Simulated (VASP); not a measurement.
# Ti (Im-3m) in VASP: single point with r2SCAN

Aim: the single point of Ti with r2SCAN.

Everything below comes from runs of VASP 6.6.1. Logs are shortened: lines on timing, memory, paths and dates and some standing lists are left out, and cuts for length are marked.

### 1 The cell of the first run

The structure is cubic, space group Im-3m (No. 229). Conventional cell: a = 3.331 Å, b = 3.331 Å, c = 3.331 Å, α = 90.00°, β = 90.00°, γ = 90.00°. Within 3.8 Å of Ti (site symmetry m-3m) lie 14 Ti at 2.88 to 3.33 Å.

### 2 Single point, r2SCAN (strain +0.015 along x and y, +0.015 along z)

File POSCAR:

```
Ti
1.0
   -1.6656150000      1.6656150000      1.6656150000
    1.6656150000     -1.6656150000      1.6656150000
    1.6656150000      1.6656150000     -1.6656150000
Ti
1
Direct
    0.0000000000      0.0000000000      0.0000000000
```

File INCAR.step1:

```
PREC = Accurate ; ENCUT = 520
ISMEAR = 0 ; SIGMA = 0.15
LREAL = False ; LASPH = True
NELM = 80 ; NBANDS = 12
GGA = PE ; ALGO = Normal
EDIFF = 1E-4 ; LWAVE = True
LCHARG = False
```

File INCAR.step2:

```
PREC = Accurate ; ENCUT = 520
EDIFF = 1E-7 ; ISMEAR = 0
SIGMA = 0.15 ; LREAL = False
LASPH = True ; NELM = 80
ALGO = Normal ; ISIF = 2
LWAVE = False ; LCHARG = False
METAGGA = R2SCAN ; LMIXTAU = True
NBANDS = 12 ; ISTART = 1
```

File KPOINTS:

```
Automatic mesh
0
Gamma
  20 20 20
```

Potentials or basis: VASP PAW PBE potentials, release 64 (Ti_sv).

On the command line:

```console
> cat potpaw_PBE.64/Ti_sv/POTCAR > POTCAR
> cp INCAR.step1 INCAR
> mpirun -np 1 vasp_std > vasp.out
> cp INCAR.step2 INCAR
> mpirun -np 1 vasp_std > vasp.out
```

OUTCAR:

```text
PREC = Accurate
   ENCUT = 520
   EDIFF = 1E-7
   ISMEAR = 0
   LREAL = False
   LASPH = True
   NELM = 80
   ISIF = 2
   METAGGA = R2SCAN
   ISTART = 1

 ion  position               nearest neighbor table
   1  0.000  0.000  0.000-

  LATTYP: Found a body centered cubic cell.
 ALAT       =     3.3312300000

  Lattice vectors:

 A1 = (  -1.6656150000,   1.6656150000,   1.6656150000)
 A2 = (   1.6656150000,  -1.6656150000,   1.6656150000)
 A3 = (   1.6656150000,   1.6656150000,  -1.6656150000)

Analysis of symmetry for initial positions (statically):
=====================================================================
 Subroutine PRICEL returns:
 Original cell was already a primitive cell.

 Routine SETGRP: Setting up the symmetry group for a
 body centered cubic supercell.

 Subroutine GETGRP returns: Found 48 space group operations
 (whereof 48 operations were pure point group operations)
 out of a pool of 48 trial point group operations.

The static configuration has the point symmetry O_h .

Analysis of symmetry for dynamics (positions and initial velocities):
=====================================================================
 Subroutine PRICEL returns:
 Original cell was already a primitive cell.

 Routine SETGRP: Setting up the symmetry group for a
 body centered cubic supercell.

 Subroutine GETGRP returns: Found 48 space group operations
 (whereof 48 operations were pure point group operations)
 out of a pool of 48 trial point group operations.

The dynamic configuration has the point symmetry O_h .

 Subroutine INISYM returns: Found 48 space group operations
 (whereof 48 operations are pure point group operations),
 and found     1 'primitive' translations

----------------------------------------------------------------------------------------

                                     Primitive cell

  volume of cell :      18.4835

  direct lattice vectors                    reciprocal lattice vectors
    -1.665615000  1.665615000  1.665615000     0.000000000  0.300189420  0.300189420
     1.665615000 -1.665615000  1.665615000     0.300189420  0.000000000  0.300189420
     1.665615000  1.665615000 -1.665615000     0.300189420  0.300189420  0.000000000

  length of vectors
     2.884929806  2.884929806  2.884929806     0.424531948  0.424531948  0.424531948

  position of ions in fractional coordinates (direct lattice)
     0.000000000  0.000000000  0.000000000

  ion indices of the primitive-cell ions
   primitive index   ion index
                 1           1

----------------------------------------------------------------------------------------

 KPOINTS: Automatic mesh

Automatic generation of k-mesh.
 Grid dimensions read from file:
 generate k-points for:   20   20   20

 Generating k-lattice:

  Cartesian coordinates                     Fractional coordinates (reciprocal lattice)
     0.000000000  0.015009471  0.015009471     0.050000000  0.000000000  0.000000000
     0.015009471  0.000000000  0.015009471     0.000000000  0.050000000  0.000000000
     0.015009471  0.015009471  0.000000000     0.000000000  0.000000000  0.050000000

  Length of vectors
     0.021226597  0.021226597  0.021226597

  Shift w.r.t. Gamma in fractional coordinates (k-lattice)
     0.000000000  0.000000000  0.000000000

 Subroutine IBZKPT returns following result:
 ===========================================

 Found    256 irreducible k-points:

 Following reciprocal coordinates:
            Coordinates               Weight
  0.000000  0.000000  0.000000      1.000000
  0.050000  0.000000  0.000000     12.000000
  0.100000  0.000000  0.000000     12.000000
  0.150000  0.000000  0.000000     12.000000
  0.200000  0.000000  0.000000     12.000000
  0.250000  0.000000  0.000000     12.000000
[... 16 lines left out ...]
  0.200000  0.100000  0.000000     48.000000
  0.250000  0.100000  0.000000     48.000000
 [... further k-points ...]
   k-points           NKPTS =    256   k-points in BZ     NKDIM =    256   number of bands    NBANDS=     12
   number of dos      NEDOS =    301   number of ions     NIONS =      1
   total plane-waves  NPLWV =  13824
   dimension x,y,z NGX =    24 NGY =   24 NGZ =   24
   dimension x,y,z NGXF=    48 NGYF=   48 NGZF=   48
   ions per type =               1
   NGX,Y,Z   is equivalent  to a cutoff of  13.83, 13.83, 13.83 a.u.
   NGXF,Y,Z  is equivalent  to a cutoff of  27.66, 27.66, 27.66 a.u.
 SYSTEM =  unknown system
   PREC   = accura    normal or accurate (medium, high low for compatibility)
   ISTART =      1    job   : 0-new  1-cont  2-samecut
   ICHARG =      0    charge: 1-file 2-atom 10-const
   ISPIN  =      1    spin polarized calculation?
   LNONCOLLINEAR =      F non collinear calculations
   LSORBIT =      F    spin-orbit coupling
   LASPH  =      T    aspherical Exc in radial PAW
   ENCUT  =  520.0 eV  38.22 Ry    6.18 a.u.   5.36  5.36  5.36*2*pi/ulx,y,z
   NELM   =     80;   NELMIN=  2; NELMDL=  0     # of ELM steps
   EDIFF  = 0.1E-06   stopping-criterion for ELM
   LREAL  =      F    real-space projection
   EDIFFG = 0.1E-05   stopping-criterion for IOM
   NSW    =      0    number of steps for IOM
   IBRION =     -1    ionic relax: 0-MD 1-quasi-New 2-CG
   NFREE  =      0    steps in history (QN), initial steepest desc. (CG)
   ISIF   =      2    stress and relaxation
   ISYM   =      2    0-nonsym 1-usesym 2-fastsym
   POTIM  = 0.5000    time-step for ionic-motion
   TEBEG  =    0.0;   TEEND  =   0.0 temperature during run
   PSTRESS=    0.0 pullay stress
   NELECT =      12.0000    total number of electrons
   NUPDOWN=      -1.0000    fix difference up-down
   EMIN   =  10.00;   EMAX   =-10.00  energy-range for DOS
   EFERMI =   0.00;   METHOD = LEGACY
   ISMEAR =     0;   SIGMA  =   0.15  broadening in eV -4-tet -1-fermi 0-gaus
   EFERMI_NEDOS =   21; number of points for ismear=-14 and -15
   IALGO  =     38    algorithm
   IMIX   =      4    mixing-type and parameters
     AMIX     =   0.40;   BMIX     =  1.00
     AMIX_MAG =   1.60;   BMIX_MAG =  1.00
  volume/ion in A,a.u.               =      18.48       124.73
  Fermi-wavevector in a.u.,A,eV,Ry     =   1.417557  2.678795 27.340482  2.009469
  Thomas-Fermi vector in A             =   2.538775
   LORBIT       =      0    0 simple, 1 ext, 2 COOP (PROOUT), +10 PAW based schemes
   METAGGA = R2SCAN    functional components
   LHFCALC =     F    Hartree Fock is set to
   AEXX    =    0.0000 exact exchange contribution
   IVDW    =     0    specifies the selected vdW correction
   LEPSILON=     F    determine dielectric tensor
   LRPA    =     F    only Hartree local field effects (RPA)
 non-spin polarized calculation
 Gauss-broadening in eV      SIGMA  =   0.15
  energy-cutoff  :      520.00
  volume of cell :       18.48
 maximum number of plane-waves:       531
 NGX is ok and might be reduce to    24
   NGX = 11   NGY = 11   NGZ = 11

 number of electron      12.0000004 magnetization

 Free energy of the ion-electron system (eV)
  ---------------------------------------------------
  ext. energy  EPLUGINS =         0.00000000
  ---------------------------------------------------
  free energy    TOTEN  =       -12.80042291 eV

  energy without entropy =      -12.77285921  energy(sigma->0) =      -12.78664106

 E-fermi :   7.4838     XC(G=0): -12.0850

 val. band max:        7.4835579172   @ k =   0.3000   0.1000   0.0500
 cond. band min:       7.4890616934   @ k =  -0.3000   0.3500   0.1000
 fundamental gap:      0.0055037763
 Fermi energy:         7.4838365041

 k-point     1 :       0.0000    0.0000    0.0000
  band No.  band energies     occupation
      1     -51.5718      2.00000
      2     -26.4387      2.00000
      3     -26.4387      2.00000
      4     -26.4387      2.00000
      5       1.2789      2.00000
      6       8.5584      0.00000
      7       8.5584      0.00000
      8       8.5584      0.00000
      9      10.2062      0.00000
     10      10.2062      0.00000
     11      25.1278      0.00000
     12      25.1278      0.00000

 k-point     2 :       0.0500    0.0000    0.0000
  band No.  band energies     occupation
      1     -51.5692      2.00000
      2     -26.4530      2.00000
      3     -26.4431      2.00000
      4     -26.4388      2.00000
      5       1.3632      2.00000
      6       8.5200      0.00000
      7       8.5473      0.00000
      8       8.6171      0.00000
      9      10.1612      0.00000
     10      10.2083      0.00000
     11      24.9522      0.00000
     12      25.1117      0.00000

 k-point     3 :       0.1000    0.0000    0.0000
  band No.  band energies     occupation
      1     -51.5617      2.00000
      2     -26.4947      2.00000
      3     -26.4559      2.00000
      4     -26.4390      2.00000
      5       1.6118      2.00000
      6       8.4106      0.00000
      7       8.5013      0.00000
      8       8.7905      0.00000
      9      10.0524      0.00000
     10      10.2159      0.00000
     11      24.4277      0.00000
     12      25.0035      0.00000
[... 286 lines left out ...]
 k-point    23 :       0.2000    0.1000    0.0000
  band No.  band energies     occupation
      1     -51.5139      2.00000
      2     -26.7438      2.00000
      3     -26.5299      2.00000
      4     -26.4585      2.00000
      5       3.3709      2.00000
      6       7.7810      0.00509
      7       7.8545      0.00048
      8       9.8081      0.00000
      9      10.0993      0.00000
     10      10.4100      0.00000
     11      21.1148      0.00000
     12      22.6141      0.00000

 k-point    24 :       0.2500    0.1000    0.0000
  band No.  band energies     occupation
      1     -51.4983      2.00000
      2     -26.8202      2.00000
      3     -26.5615      2.00000
      4     -26.4599      2.00000
      5       4.0102      2.00000
      6       7.5640      0.44980
      7       7.6822      0.06142
      8       9.8913      0.00000
      9      10.4532      0.00000
     10      10.6022      0.00000
     11      19.7046      0.00000
     12      21.9553      0.00000

 [... further k-points ...]

------------------------ aborting loop because EDIFF is reached ----------------------------------------

  FORCE on cell =-STRESS in cart. coord.  units (eV):
  Direction    XX          YY          ZZ          XY          YZ          ZX
  --------------------------------------------------------------------------------------
  -------------------------------------------------------------------------------------
  Total       -0.7680197     -0.7680197     -0.7680197     -0.0000000     -0.0000000     -0.0000000
  in kB      -66.5731485    -66.5731485    -66.5731485     -0.0000000     -0.0000000     -0.0000000
  external PRESSURE =     -66.5731485 kB  Pullay stress =       0.0000000 kB

 VOLUME and BASIS-vectors are now :
 -----------------------------------------------------------------------------
  energy-cutoff  :      520.00
  volume of cell :       18.48
      direct lattice vectors                 reciprocal lattice vectors
    -1.665615000  1.665615000  1.665615000     0.000000000  0.300189420  0.300189420
     1.665615000 -1.665615000  1.665615000     0.300189420  0.000000000  0.300189420
     1.665615000  1.665615000 -1.665615000     0.300189420  0.300189420  0.000000000

 POSITION                                       TOTAL-FORCE (eV/Angst)
 -----------------------------------------------------------------------------------
      0.00000      0.00000      0.00000        -0.000000      0.000000      0.000000
 -----------------------------------------------------------------------------------
    total drift:                                0.000000      0.000000      0.000000

  FREE ENERGIE OF THE ION-ELECTRON SYSTEM (eV)
  ---------------------------------------------------
  free  energy   TOTEN  =       -12.8004229102 eV

  energy  without entropy=      -12.7728592138  energy(sigma->0) =      -12.78664106
```

It took 90 s on 1 thread of Intel Xeon 6975P-C (Granite Rapids), shared host; peak memory 0.18 GiB.

Results:

```
Free energy            : -12.8004 eV
Pressure               : -6.7 GPa
Band gap on the k mesh : zero (band 6 reaches 8.56 eV, above the bottom of band 7 at 6.81 eV)
```

Levels at points of the mesh, in eV from the Fermi level:
```tsv
k point	band 2	band 3	band 4	band 5	band 6	band 7	band 8	band 9	band 10	band 11
(0.00, 0.00, 0.00)	-33.92	-33.92	-33.92	-6.20	1.07	1.07	1.07	2.72	2.72	17.64
(0.50, 0.00, 0.00)	-34.49	-34.10	-33.93	-2.43	-0.28	0.78	2.72	3.04	4.14	8.48
(0.50, 0.50, 0.50)	-34.31	-34.31	-34.31	-2.05	-2.05	3.81	3.81	3.81	8.24	8.24
```

Caveat: the cell differs from its parent crystal (strain +0.015 along x and y, +0.015 along z); the PAW data sets were made with another functional, which shifts forces and pressure a little.
